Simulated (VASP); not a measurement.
# Se (Im-3m) in VASP: notebook

Se is run at these levels: PBE; tasks: single point, relaxation of cell and atoms.

Program: VASP 6.6.1. These are calculated values, not measurements. Logs are shortened: lines on timing, memory, paths and dates and some standing lists are left out, and cuts for length are marked.

## 1. The cell of the first run

The structure is cubic, space group Im-3m (No. 229). Conventional cell: a = 3.528 Å, b = 3.528 Å, c = 3.528 Å, α = 90.00°, β = 90.00°, γ = 90.00°. Within 4.0 Å of Se (site symmetry m-3m) lie 14 Se at 3.06 to 3.53 Å.

## 2. Single point, PBE (volume scaled by 1.08)

INCAR

```
SYSTEM = Se
  PREC = Accurate
  ENCUT = 520
  EDIFF = 1E-7
  ISMEAR = -1
  SIGMA = 0.1
  LREAL = .False.
  LASPH = .True.
  NELM = 60
  ALGO = Normal
  ISIF = 2
  LWAVE = .False.
  LCHARG = .False.
  GGA = PE
  NBANDS = 9
```

KPOINTS

```
Automatic mesh
0
Gamma
  14 14 14
  0 0 0
```

POSCAR

```
Se
1.0
   -1.7642091927      1.7642091927      1.7642091927
    1.7642091927     -1.7642091927      1.7642091927
    1.7642091927      1.7642091927     -1.7642091927
Se
1
Direct
    0.0000000000      0.0000000000      0.0000000000
```

Potentials or basis: VASP PAW PBE potentials, release 64 (Se).

On the command line:

```console
$ cat potpaw_PBE.64/Se/POTCAR > POTCAR
$ mpirun -np 1 vasp_std > vasp.out
```

OUTCAR:

```text
SYSTEM = Se
   PREC = Accurate
   ENCUT = 520
   EDIFF = 1E-7
   ISMEAR = -1
   LREAL = .False.
   LASPH = .True.
   NELM = 60
   ISIF = 2
   GGA = PE

 ion  position               nearest neighbor table
   1  0.000  0.000  0.000-

  LATTYP: Found a body centered cubic cell.
 ALAT       =     3.5284183854

  Lattice vectors:

 A1 = (  -1.7642091927,   1.7642091927,   1.7642091927)
 A2 = (   1.7642091927,  -1.7642091927,   1.7642091927)
 A3 = (   1.7642091927,   1.7642091927,  -1.7642091927)

Analysis of symmetry for initial positions (statically):
=====================================================================
 Subroutine PRICEL returns:
 Original cell was already a primitive cell.

 Routine SETGRP: Setting up the symmetry group for a
 body centered cubic supercell.

 Subroutine GETGRP returns: Found 48 space group operations
 (whereof 48 operations were pure point group operations)
 out of a pool of 48 trial point group operations.

The static configuration has the point symmetry O_h .

Analysis of symmetry for dynamics (positions and initial velocities):
=====================================================================
 Subroutine PRICEL returns:
 Original cell was already a primitive cell.

 Routine SETGRP: Setting up the symmetry group for a
 body centered cubic supercell.

 Subroutine GETGRP returns: Found 48 space group operations
 (whereof 48 operations were pure point group operations)
 out of a pool of 48 trial point group operations.

The dynamic configuration has the point symmetry O_h .

 Subroutine INISYM returns: Found 48 space group operations
 (whereof 48 operations are pure point group operations),
 and found     1 'primitive' translations

----------------------------------------------------------------------------------------

                                     Primitive cell

  volume of cell :      21.9639

  direct lattice vectors                    reciprocal lattice vectors
    -1.764209193  1.764209193  1.764209193     0.000000000  0.283413102  0.283413102
     1.764209193 -1.764209193  1.764209193     0.283413102  0.000000000  0.283413102
     1.764209193  1.764209193 -1.764209193     0.283413102  0.283413102  0.000000000

  length of vectors
     3.055699957  3.055699957  3.055699957     0.400806653  0.400806653  0.400806653

  position of ions in fractional coordinates (direct lattice)
     0.000000000  0.000000000  0.000000000

  ion indices of the primitive-cell ions
   primitive index   ion index
                 1           1

----------------------------------------------------------------------------------------

 KPOINTS: Automatic mesh

Automatic generation of k-mesh.
 Grid dimensions read from file:
 generate k-points for:   14   14   14

 Generating k-lattice:

  Cartesian coordinates                     Fractional coordinates (reciprocal lattice)
     0.000000000  0.020243793  0.020243793     0.071428571  0.000000000  0.000000000
     0.020243793  0.000000000  0.020243793     0.000000000  0.071428571  0.000000000
     0.020243793  0.020243793  0.000000000     0.000000000  0.000000000  0.071428571

  Length of vectors
     0.028629047  0.028629047  0.028629047

  Shift w.r.t. Gamma in fractional coordinates (k-lattice)
     0.000000000  0.000000000  0.000000000

 Subroutine IBZKPT returns following result:
 ===========================================

 Found    104 irreducible k-points:

 Following reciprocal coordinates:
            Coordinates               Weight
  0.000000  0.000000  0.000000      1.000000
  0.071429  0.000000  0.000000     12.000000
  0.142857  0.000000  0.000000     12.000000
  0.214286  0.000000  0.000000     12.000000
  0.285714  0.000000  0.000000     12.000000
  0.357143  0.000000  0.000000     12.000000
[... 16 lines left out ...]
  0.285714  0.285714  0.000000     24.000000
  0.357143  0.285714  0.000000     24.000000
 [... further k-points ...]
   k-points           NKPTS =    104   k-points in BZ     NKDIM =    104   number of bands    NBANDS=      9
   number of dos      NEDOS =    301   number of ions     NIONS =      1
   total plane-waves  NPLWV =  13824
   dimension x,y,z NGX =    24 NGY =   24 NGZ =   24
   dimension x,y,z NGXF=    48 NGYF=   48 NGZF=   48
   ions per type =               1
   NGX,Y,Z   is equivalent  to a cutoff of  13.06, 13.06, 13.06 a.u.
   NGXF,Y,Z  is equivalent  to a cutoff of  26.11, 26.11, 26.11 a.u.
 SYSTEM =  Se
   PREC   = accura    normal or accurate (medium, high low for compatibility)
   ISTART =      0    job   : 0-new  1-cont  2-samecut
   ICHARG =      2    charge: 1-file 2-atom 10-const
   ISPIN  =      1    spin polarized calculation?
   LNONCOLLINEAR =      F non collinear calculations
   LSORBIT =      F    spin-orbit coupling
   LASPH  =      T    aspherical Exc in radial PAW
   ENCUT  =  520.0 eV  38.22 Ry    6.18 a.u.   5.68  5.68  5.68*2*pi/ulx,y,z
   NELM   =     60;   NELMIN=  2; NELMDL= -5     # of ELM steps
   EDIFF  = 0.1E-06   stopping-criterion for ELM
   LREAL  =      F    real-space projection
   EDIFFG = 0.1E-05   stopping-criterion for IOM
   NSW    =      0    number of steps for IOM
   IBRION =     -1    ionic relax: 0-MD 1-quasi-New 2-CG
   NFREE  =      0    steps in history (QN), initial steepest desc. (CG)
   ISIF   =      2    stress and relaxation
   ISYM   =      2    0-nonsym 1-usesym 2-fastsym
   POTIM  = 0.5000    time-step for ionic-motion
   TEBEG  =    0.0;   TEEND  =   0.0 temperature during run
   PSTRESS=    0.0 pullay stress
   NELECT =       6.0000    total number of electrons
   NUPDOWN=      -1.0000    fix difference up-down
   EMIN   =  10.00;   EMAX   =-10.00  energy-range for DOS
   EFERMI =   0.00;   METHOD = LEGACY
   ISMEAR =    -1;   SIGMA  =   0.10  broadening in eV -4-tet -1-fermi 0-gaus
   EFERMI_NEDOS =   21; number of points for ismear=-14 and -15
   IALGO  =     38    algorithm
   IMIX   =      4    mixing-type and parameters
     AMIX     =   0.40;   BMIX     =  1.00
     AMIX_MAG =   1.60;   BMIX_MAG =  1.00
  volume/ion in A,a.u.               =      21.96       148.22
  Fermi-wavevector in a.u.,A,eV,Ry     =   1.062238  2.007339 15.352128  1.128350
  Thomas-Fermi vector in A             =   2.197682
   LORBIT       =      0    0 simple, 1 ext, 2 COOP (PROOUT), +10 PAW based schemes
   GGA     = PE    functional components
[... 5 lines left out ...]
 non-spin polarized calculation
  energy-cutoff  :      520.00
  volume of cell :       21.96
 maximum number of plane-waves:       610
   NGX = 11   NGY = 11   NGZ = 11

 number of electron       6.0000001 magnetization

 Free energy of the ion-electron system (eV)
  ---------------------------------------------------
  ext. energy  EPLUGINS =         0.00000000
  ---------------------------------------------------
  free energy    TOTEN  =        -2.90945029 eV

  energy without entropy =       -2.88539185  energy(sigma->0) =       -2.89742107

 E-fermi :   4.5521     XC(G=0): -10.2378

 val. band max:        4.5153634089   @ k =   0.3571   0.2143   0.0714
 cond. band min:       4.5573611487   @ k =  -0.2143   0.2143   0.2143
 fundamental gap:      0.0419977398
 Fermi energy:         4.5521275586

 k-point     1 :       0.0000    0.0000    0.0000
  band No.  band energies     occupation
      1     -10.8726      2.00000
      2       7.1771      0.00000
      3       7.1771      0.00000
      4       7.1771      0.00000
      5      14.7534      0.00000
      6      16.8130      0.00000
      7      16.8130      0.00000
      8      16.8130      0.00000
      9      19.7123      0.00000

 k-point     2 :       0.0714    0.0000    0.0000
  band No.  band energies     occupation
      1     -10.7758      2.00000
      2       6.5641      0.00000
      3       6.9872      0.00000
      4       7.1448      0.00000
      5      15.1572      0.00000
      6      16.4010      0.00000
      7      16.6690      0.00000
      8      17.2250      0.00000
      9      18.8684      0.00000

 k-point     3 :       0.1429    0.0000    0.0000
  band No.  band energies     occupation
      1     -10.4897      2.00000
      2       5.1258      0.00643
      3       6.5114      0.00000
      4       7.0528      0.00000
      5      14.8818      0.00000
      6      15.5584      0.00000
      7      17.1587      0.00000
      8      18.3664      0.00000
      9      18.8395      0.00000

 k-point     4 :       0.2143    0.0000    0.0000
  band No.  band energies     occupation
      1     -10.0293      2.00000
      2       3.3962      1.99998
      3       5.9281      0.00000
      4       6.9168      0.00000
      5      13.7615      0.00000
      6      14.7013      0.00000
      7      18.1792      0.00000
      8      18.9257      0.00000
      9      20.0328      0.00000

 k-point     5 :       0.2857    0.0000    0.0000
  band No.  band energies     occupation
      1      -9.4278      2.00000
      2       1.6683      2.00000
      3       5.3775      0.00052
      4       6.7626      0.00000
      5      12.7621      0.00000
      6      13.9806      0.00000
      7      19.0664      0.00000
      8      19.2141      0.00000
      9      21.8170      0.00000

 k-point     6 :       0.3571    0.0000    0.0000
  band No.  band energies     occupation
      1      -8.7569      2.00000
      2       0.1348      2.00000
      3       4.9424      0.03958
      4       6.6219      0.00000
      5      12.0328      0.00000
      6      13.4478      0.00000
      7      19.8477      0.00000
      8      20.0405      0.00000
      9      23.2548      0.00000
[... 169 lines left out ...]
 k-point    21 :       0.2857    0.2143    0.0000
  band No.  band energies     occupation
      1      -8.0267      2.00000
      2      -0.1128      2.00000
      3       2.5008      2.00000
      4       5.7171      0.00002
      5      13.2890      0.00000
      6      15.3781      0.00000
      7      18.8269      0.00000
      8      20.2732      0.00000
      9      23.1679      0.00000

 k-point    22 :       0.3571    0.2143    0.0000
  band No.  band energies     occupation
      1      -7.6489      2.00000
      2      -0.6222      2.00000
      3       2.0767      2.00000
      4       5.6139      0.00005
      5      13.1638      0.00000
      6      15.7087      0.00000
      7      18.8203      0.00000
      8      20.2051      0.00000
      9      24.2149      0.00000

 k-point    23 :       0.2857    0.2857    0.0000
  band No.  band energies     occupation
      1      -7.6151      2.00000
      2      -0.2065      2.00000
      3       1.3989      2.00000
      4       5.5531      0.00009
      5      13.4729      0.00000
      6      16.0334      0.00000
      7      18.4210      0.00000
      8      20.9711      0.00000
      9      22.9419      0.00000

 k-point    24 :       0.3571    0.2857    0.0000
  band No.  band energies     occupation
      1      -7.4537      2.00000
      2      -0.1358      2.00000
      3       0.8943      2.00000
      4       5.4977      0.00016
      5      13.5282      0.00000
      6      16.5524      0.00000
      7      17.7483      0.00000
      8      21.5041      0.00000
      9      23.3456      0.00000

 [... further k-points ...]
[... 5 lines left out ...]
  --------------------------------------------------------------------------------------
  -------------------------------------------------------------------------------------
  Total       -0.6041299     -0.6041299     -0.6041299      0.0000000      0.0000000     -0.0000000
  in kB      -44.0687444    -44.0687444    -44.0687444      0.0000000      0.0000000     -0.0000000
  external PRESSURE =     -44.0687444 kB  Pullay stress =       0.0000000 kB

 VOLUME and BASIS-vectors are now :
 -----------------------------------------------------------------------------
  energy-cutoff  :      520.00
  volume of cell :       21.96
      direct lattice vectors                 reciprocal lattice vectors
    -1.764209193  1.764209193  1.764209193     0.000000000  0.283413102  0.283413102
     1.764209193 -1.764209193  1.764209193     0.283413102  0.000000000  0.283413102
     1.764209193  1.764209193 -1.764209193     0.283413102  0.283413102  0.000000000

 POSITION                                       TOTAL-FORCE (eV/Angst)
 -----------------------------------------------------------------------------------
      0.00000      0.00000      0.00000         0.000000      0.000000     -0.000000
 -----------------------------------------------------------------------------------
    total drift:                                0.000000      0.000000     -0.000000

  FREE ENERGIE OF THE ION-ELECTRON SYSTEM (eV)
  ---------------------------------------------------
  free  energy   TOTEN  =        -2.9094502861 eV

  energy  without entropy=       -2.8853918546  energy(sigma->0) =       -2.89742107
```

Run time: 7.4 s. Hardware: 1 thread of Intel Xeon Platinum 8488C (Sapphire Rapids), shared host; peak memory 0.14 GiB.

What came out:

| Quantity | Value |
| --- | --- |
| Free energy | -2.9095 eV |
| Pressure | -4.4 GPa |
| Band gap on the k mesh | zero (band 3 reaches 7.18 eV, above the bottom of band 4 at 1.66 eV) |

Levels at points of the mesh, in eV from the Fermi level:
```tsv
k point	band 1	band 2	band 3	band 4	band 5	band 6	band 7	band 8
(0.00, 0.00, 0.00)	-15.42	2.62	2.62	2.62	10.20	12.26	12.26	12.26
(0.50, 0.00, 0.00)	-12.47	-5.98	0.02	1.94	6.90	8.46	16.99	17.37
(0.50, 0.50, 0.50)	-10.49	-2.89	-2.89	-2.89	4.48	4.48	21.84	21.84
```

## 3. Single point, PBE (volume scaled by 1.12)

INCAR

```
SYSTEM = Se
PREC = Accurate ; ENCUT = 520
EDIFF = 1E-6 ; ISMEAR = -1
SIGMA = 0.1 ; LREAL = .False.
LASPH = .True. ; NELM = 80
ALGO = Normal ; ISIF = 2
LWAVE = .False. ; LCHARG = .False.
GGA = PE ; NBANDS = 9
```

KPOINTS

```
regular mesh
0
Gamma
  14 14 14
  0 0 0
```

POSCAR

```
Se
1.0
   -1.7857260596      1.7857260596      1.7857260596
    1.7857260596     -1.7857260596      1.7857260596
    1.7857260596      1.7857260596     -1.7857260596
Se
1
Direct
    0.0000000000      0.0000000000      0.0000000000
```

Potentials or basis: VASP PAW PBE potentials, release 64 (Se).

On the command line:

```console
$ cat potpaw_PBE.64/Se/POTCAR > POTCAR
$ mpirun -np 1 vasp_std > vasp.out
```

Wall time 7.6 s (1 thread of Intel Xeon Platinum 8488C (Sapphire Rapids), shared host); peak memory 0.14 GiB.

It converged, with:

```
Free energy            : -2.8826 eV
Pressure               : -6.1 GPa
Band gap on the k mesh : zero (band 3 reaches 6.61 eV, above the bottom of band 4 at 1.38 eV)
```

Levels at points of the mesh, in eV from the Fermi level:
| k point | band 1 | band 2 | band 3 | band 4 | band 5 | band 6 | band 7 | band 8 |
| --- | --- | --- | --- | --- | --- | --- | --- | --- |
| (0.00, 0.00, 0.00) | -15.14 | 2.46 | 2.46 | 2.46 | 9.78 | 12.18 | 12.18 | 12.18 |
| (0.50, 0.00, 0.00) | -12.39 | -5.71 | 0.00 | 1.83 | 6.87 | 8.49 | 16.79 | 17.10 |
| (0.50, 0.50, 0.50) | -10.56 | -2.77 | -2.77 | -2.77 | 4.63 | 4.63 | 21.48 | 21.49 |

(Part 1 of 2 ends here.)
